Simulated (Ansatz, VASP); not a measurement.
**One calculation of PIr, two programs**

```
CELL_PARAMETERS angstrom
0.00000 2.42637 2.42637
2.42637 0.00000 2.42637
2.42637 2.42637 0.00000
ATOMIC_POSITIONS crystal
Ir 0.00000 0.00000 0.00000
P 0.50000 0.50000 0.50000
```

Alike in both runs: task single point; functional LDA; k mesh 14 × 14 × 14; occupations fermi-dirac, width 0.08 eV; no spin polarisation.

```csv
,VASP,Ansatz
version,VASP 6.6.1,Ansatz 0.2.0
potentials or method,"VASP PAW LDA potentials, release 64 (Ir, P), cutoff 500 eV","all-electron LAPW, scalar-relativistic"
```

Ansatz gave:

| Property | Result |
| --- | --- |
| pressure (GPa) | 0.1 |

Task: What did VASP give for the same quantities?

Result: Pressure (GPa): 1.4.

LDA's correlation is that of Perdew and Zunger in VASP and of Perdew and Wang (1992) in Ansatz. Ansatz ran all-electron here, and VASP with PAW potentials.

Spin-orbit coupling is off throughout.
